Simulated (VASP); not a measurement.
# HfSiO4 (I4_1/amd) in VASP: notebook, part 2 of 2

VASP 6.6.1. Earlier steps stand in the parts before.

**3. Single point, PBE**

This run uses another cell than the first one: it holds 36 atoms, not 12.

INCAR

```
PREC = Accurate
ENCUT = 520
EDIFF = 1E-6
ISMEAR = 0
SIGMA = 0.02
LREAL = Auto
LASPH = True
NELM = 80
ALGO = Normal
ISIF = 2
LWAVE = False
LCHARG = False
GGA = PE
NBANDS = 138
```

KPOINTS

```
Automatic mesh
0
Gamma
  2 2 2
```

POSCAR

```
HfSiO4
1.0
    0.0000000000     -6.6449050372      0.0000000000
    6.6449050372      0.0000000000      0.0000000000
   -3.3224525186      3.3224525186      9.0224219439
Hf Si O
6 6 24
Direct
    0.0000000000      0.0000000000      0.0000000000
    0.6666666667      0.6666666667      0.3333333333
    0.3333333333      0.3333333333      0.6666666667
    0.5833333333      0.0833333333      0.1666666667
    0.2500000000      0.7500000000      0.5000000000
    0.9166666667      0.4166666667      0.8333333333
    0.0833333333      0.5833333333      0.1666666667
    0.7500000000      0.2500000000      0.5000000000
    0.4166666667      0.9166666667      0.8333333333
    0.1666666667      0.1666666667      0.3333333333
    0.8333333333      0.8333333333      0.6666666667
    0.5000000000      0.5000000000      0.0000000000
    0.6238553626      0.4396462982      0.8792925965
    0.2905220293      0.1063129649      0.2126259298
    0.9571886960      0.7729796316      0.5459592631
    0.0229796316      0.7071886960      0.0459592631
    0.6896462982      0.3738553626      0.3792925965
    0.3563129649      0.0405220293      0.7126259298
    0.0229796316      0.3387705672      0.0459592631
    0.6896462982      0.0054372338      0.3792925965
    0.3563129649      0.6721039005      0.7126259298
    0.9221039005      0.1063129649      0.2126259298
    0.5887705672      0.7729796316      0.5459592631
    0.2554372338      0.4396462982      0.8792925965
    0.5603537018      0.3761446374      0.1207074035
    0.2270203684      0.0428113040      0.4540407369
    0.8936870351      0.7094779707      0.7873740702
    0.9594779707      0.6436870351      0.2873740702
    0.6261446374      0.3103537018      0.6207074035
    0.2928113040      0.9770203684      0.9540407369
    0.3278960995      0.6436870351      0.2873740702
    0.9945627662      0.3103537018      0.6207074035
    0.6612294328      0.9770203684      0.9540407369
    0.2270203684      0.4112294328      0.4540407369
    0.8936870351      0.0778960995      0.7873740702
    0.5603537018      0.7445627662      0.1207074035
```

Potentials or basis: VASP PAW PBE potentials, release 64 (Hf_pv, Si, O).

The run is started by

```sh
> cat potpaw_PBE.64/Hf_pv/POTCAR potpaw_PBE.64/Si/POTCAR potpaw_PBE.64/O/POTCAR > POTCAR
> mpirun -np 1 vasp_std > vasp.out
```

OUTCAR:

```text
PREC = Accurate
   ENCUT = 520
   EDIFF = 1E-6
   ISMEAR = 0
   LREAL = Auto
   LASPH = True
   NELM = 80
   ISIF = 2
   GGA = PE

 ion  position               nearest neighbor table
   1  0.000  0.000  0.000-  16 2.14  30 2.14  19 2.14  33 2.14  27 2.28  14 2.28  22 2.28  35 2.28
                            10 3.01  11 3.01   4 3.65   6 3.65   6 3.65   4 3.65
   2  0.667  0.667  0.333-  20 2.14  28 2.14  31 2.14  17 2.14  36 2.28  25 2.28  15 2.28  23 2.28
                            12 3.01  11 3.01   4 3.65   5 3.65   4 3.65   5 3.65
   3  0.333  0.333  0.667-  32 2.14  18 2.14  21 2.14  29 2.14  24 2.28  13 2.28  26 2.28  34 2.28
                            12 3.01  10 3.01   6 3.65   5 3.65   6 3.65   5 3.65
   4  0.583  0.083  0.167-  36 2.14  14 2.14  22 2.14  25 2.14  20 2.28  17 2.28  30 2.28  33 2.28
                             8 3.01   9 3.01   2 3.65   1 3.65   2 3.65   1 3.65
   5  0.250  0.750  0.500-  15 2.14  26 2.14  23 2.14  34 2.14  21 2.28  28 2.28  31 2.28  18 2.28
                             7 3.01   9 3.01   3 3.65   2 3.65   3 3.65   2 3.65
   6  0.917  0.417  0.833-  24 2.14  27 2.14  35 2.14  13 2.14  32 2.28  29 2.28  16 2.28  19 2.28
                             8 3.01   7 3.01   3 3.65   1 3.65   3 3.65   1 3.65
   7  0.083  0.583  0.167-  28 1.64  19 1.64  31 1.64  16 1.64   5 3.01   6 3.01
   8  0.750  0.250  0.500-  17 1.64  29 1.64  20 1.64  32 1.64   4 3.01   6 3.01
   9  0.417  0.917  0.833-  18 1.64  33 1.64  21 1.64  30 1.64   5 3.01   4 3.01
  10  0.167  0.167  0.333-  14 1.64  34 1.64  22 1.64  26 1.64   1 3.01   3 3.01
  11  0.833  0.833  0.667-  27 1.64  23 1.64  35 1.64  15 1.64   1 3.01   2 3.01
[... 32 lines left out ...]
 A1 = (  -3.3224525186,  -3.3224525186,  -9.0224219439)
 A2 = (   3.3224525186,   3.3224525186,  -9.0224219439)
 A3 = (   3.3224525186,  -3.3224525186,   9.0224219439)

Analysis of symmetry for initial positions (statically):
=====================================================================
 Subroutine PRICEL returns following result:

  LATTYP: Found a body centered tetragonal cell.
 ALAT       =     6.6449050362
 C/A-ratio  =     0.9051969788

  Lattice vectors:

 A1 = (  -3.3224525189,  -3.3224525183,  -3.0074739810)
 A2 = (   3.3224525193,   3.3224525179,  -3.0074739819)
 A3 = (   3.3224525179,  -3.3224525179,   3.0074739819)

   3 primitive cells build up your supercell.

 Routine SETGRP: Setting up the symmetry group for a
 body centered tetragonal supercell.

 Subroutine GETGRP returns: Found 16 space group operations
 (whereof  8 operations were pure point group operations)
 out of a pool of 16 trial point group operations.

The static configuration has the point symmetry D_2d.
 The point group associated with its full space group is D_4h.

Analysis of symmetry for dynamics (positions and initial velocities):
=====================================================================
 Subroutine PRICEL returns following result:

  LATTYP: Found a body centered tetragonal cell.
 ALAT       =     6.6449050362
 C/A-ratio  =     0.9051969788

  Lattice vectors:

 A1 = (  -3.3224525189,  -3.3224525183,  -3.0074739810)
 A2 = (   3.3224525193,   3.3224525179,  -3.0074739819)
 A3 = (   3.3224525179,  -3.3224525179,   3.0074739819)

   3 primitive cells build up your supercell.

 Routine SETGRP: Setting up the symmetry group for a
 body centered tetragonal supercell.

 Subroutine GETGRP returns: Found 16 space group operations
 (whereof  8 operations were pure point group operations)
[... 77 lines left out ...]

 Following reciprocal coordinates:
            Coordinates               Weight
  0.000000  0.000000  0.000000      1.000000
  0.500000  0.000000 -0.000000      4.000000
  0.500000  0.500000 -0.000000      2.000000
  0.000000  0.000000  0.500000      1.000000
   k-points           NKPTS =      4   k-points in BZ     NKDIM =      4   number of bands    NBANDS=    138
   number of dos      NEDOS =    301   number of ions     NIONS =     36
   total plane-waves  NPLWV = 200000
   dimension x,y,z NGX =    50 NGY =   50 NGZ =   80
   dimension x,y,z NGXF=   100 NGYF=  100 NGZF=  160
   ions per type =               6   6  24
   NGX,Y,Z   is equivalent  to a cutoff of  12.51, 12.51, 13.07 a.u.
   NGXF,Y,Z  is equivalent  to a cutoff of  25.02, 25.02, 26.15 a.u.
 SYSTEM =  unknown system
   PREC   = accura    normal or accurate (medium, high low for compatibility)
   ISTART =      0    job   : 0-new  1-cont  2-samecut
   ICHARG =      2    charge: 1-file 2-atom 10-const
   ISPIN  =      1    spin polarized calculation?
   LNONCOLLINEAR =      F non collinear calculations
   LSORBIT =      F    spin-orbit coupling
   LASPH  =      T    aspherical Exc in radial PAW
   ENCUT  =  520.0 eV  38.22 Ry    6.18 a.u.  12.36 12.36 18.91*2*pi/ulx,y,z
   NELM   =     80;   NELMIN=  2; NELMDL= -5     # of ELM steps
   EDIFF  = 0.1E-05   stopping-criterion for ELM
   LREAL  =      T    real-space projection
   EDIFFG = 0.1E-04   stopping-criterion for IOM
   NSW    =      0    number of steps for IOM
[... 5 lines left out ...]
   TEBEG  =    0.0;   TEEND  =   0.0 temperature during run
   PSTRESS=    0.0 pullay stress
   NELECT =     228.0000    total number of electrons
   NUPDOWN=      -1.0000    fix difference up-down
   EMIN   =  10.00;   EMAX   =-10.00  energy-range for DOS
   EFERMI =   0.00;   METHOD = LEGACY
   ISMEAR =     0;   SIGMA  =   0.02  broadening in eV -4-tet -1-fermi 0-gaus
   EFERMI_NEDOS =   21; number of points for ismear=-14 and -15
   IALGO  =     38    algorithm
   IMIX   =      4    mixing-type and parameters
     AMIX     =   0.40;   BMIX     =  1.00
     AMIX_MAG =   1.60;   BMIX_MAG =  1.00
  volume/ion in A,a.u.               =      11.07        74.68
  Fermi-wavevector in a.u.,A,eV,Ry     =   1.359209  2.568532 25.136068  1.847449
  Thomas-Fermi vector in A             =   2.485976
   LORBIT       =      0    0 simple, 1 ext, 2 COOP (PROOUT), +10 PAW based schemes
   GGA     = PE    functional components
   LHFCALC =     F    Hartree Fock is set to
   AEXX    =    0.0000 exact exchange contribution
   IVDW    =     0    specifies the selected vdW correction
   LEPSILON=     F    determine dielectric tensor
   LRPA    =     F    only Hartree local field effects (RPA)
 non-spin polarized calculation
 Gauss-broadening in eV      SIGMA  =   0.02
  energy-cutoff  :      520.00
  volume of cell :      398.38
 maximum number of plane-waves:     10770
 NGX is ok and might be reduce to    50

 number of electron     227.9999990 magnetization

 Free energy of the ion-electron system (eV)
  ---------------------------------------------------
  ext. energy  EPLUGINS =         0.00000000
  ---------------------------------------------------
  free energy    TOTEN  =      -325.93814888 eV

  energy without entropy =     -325.93814888  energy(sigma->0) =     -325.93814888

 E-fermi :   3.1673     XC(G=0): -10.9391

 val. band max:        3.0578758228   @ k =   0.0000   0.0000   0.0000
 cond. band min:       8.3254589835   @ k =   0.5000   0.5000  -0.0000
 fundamental gap:      5.2675831607
 Fermi energy:         3.1672718612

 k-point     1 :       0.0000    0.0000    0.0000
  band No.  band energies     occupation
      1     -26.4204      2.00000
      2     -26.4204      2.00000
      3     -26.4204      2.00000
      4     -26.4204      2.00000
      5     -26.4119      2.00000
      6     -26.4119      2.00000
[... 505 lines left out ...]
    125       9.4323      0.00000
    126       9.4323      0.00000
 [bands above 126 left out]

------------------------ aborting loop because EDIFF is reached ----------------------------------------

  FORCE on cell =-STRESS in cart. coord.  units (eV):
  Direction    XX          YY          ZZ          XY          YZ          ZX
  --------------------------------------------------------------------------------------
  -------------------------------------------------------------------------------------
  Total       -4.2586469     -4.2586469     -3.5122798      0.0000000      0.0000000      0.0000000
  in kB      -17.1270089    -17.1270089    -14.1253428      0.0000000      0.0000000      0.0000000
  external PRESSURE =     -16.1264535 kB  Pullay stress =       0.0000000 kB

 VOLUME and BASIS-vectors are now :
 -----------------------------------------------------------------------------
  energy-cutoff  :      520.00
  volume of cell :      398.38
      direct lattice vectors                 reciprocal lattice vectors
     0.000000000 -6.644905037  0.000000000     0.000000000 -0.150491240  0.055417492
     6.644905037  0.000000000  0.000000000     0.150491240  0.000000000  0.055417492
    -3.322452519  3.322452519  9.022421944     0.000000000  0.000000000  0.110834985

 POSITION                                       TOTAL-FORCE (eV/Angst)
 -----------------------------------------------------------------------------------
      0.00000      0.00000      0.00000         0.000000      0.000000     -0.000000
      3.32245     -3.32245      3.00747         0.000000      0.000000     -0.000000
     -0.00000      0.00000      6.01495         0.000000      0.000000     -0.000000
     -0.00000     -3.32245      1.50374         0.000000      0.000000     -0.000000
      3.32245      0.00000      4.51121         0.000000      0.000000     -0.000000
      0.00000     -3.32245      7.51868         0.000000      0.000000     -0.000000
[... 28 lines left out ...]
     -2.09840     -3.32245      7.10402         0.129578      0.000000      0.116369
      4.54650     -3.32245      1.08907         0.129578      0.000000      0.116369
 -----------------------------------------------------------------------------------
    total drift:                               -0.000000      0.000000      0.000000

  FREE ENERGIE OF THE ION-ELECTRON SYSTEM (eV)
  ---------------------------------------------------
  free  energy   TOTEN  =      -325.9381488839 eV

  energy  without entropy=     -325.9381488839  energy(sigma->0) =     -325.93814888
```

Run time: 5.9 min. Hardware: 1 thread of Intel Xeon Platinum 8375C at 2.90GHz (Ice Lake), shared host; peak memory 0.53 GiB.

Results:

```
Free energy            : -325.9381 eV
Pressure               : -1.6 GPa
Largest force          : 0.174 eV/Å
Band gap on the k mesh : 5.27 eV
```

Forces in eV/Å, atoms in the order of the input:
```
Hf   0.000  0.000  0.000
Hf   0.000  0.000  0.000
Hf   0.000  0.000  0.000
Hf   0.000  0.000  0.000
Hf   0.000  0.000  0.000
Hf   0.000  0.000  0.000
Si   0.000  0.000  0.000
Si   0.000  0.000  0.000
Si   0.000  0.000  0.000
Si   0.000  0.000  0.000
Si   0.000  0.000  0.000
Si   0.000  0.000  0.000
O    0.000 -0.130 -0.116
O    0.000 -0.130 -0.116
O    0.000 -0.130 -0.116
O    0.130  0.000 -0.116
O    0.130  0.000 -0.116
O    0.130  0.000 -0.116
O   -0.130  0.000 -0.116
O   -0.130  0.000 -0.116
O   -0.130  0.000 -0.116
O    0.000  0.130 -0.116
O    0.000  0.130 -0.116
O    0.000  0.130 -0.116
O   -0.130  0.000  0.116
O   -0.130  0.000  0.116
O   -0.130  0.000  0.116
O    0.000  0.130  0.116
O    0.000  0.130  0.116
O    0.000  0.130  0.116
O    0.000 -0.130  0.116
O    0.000 -0.130  0.116
O    0.000 -0.130  0.116
O    0.130  0.000  0.116
O    0.130  0.000  0.116
O    0.130  0.000  0.116
```

Stress tensor (GPa, compression positive):
```
-1.71  0.00  0.00
 0.00 -1.71  0.00
 0.00  0.00 -1.41
```

Caveat: the k points lie up to 0.50 Å⁻¹ apart; spin-orbit coupling is left out, which moves the levels of the heavy elements.
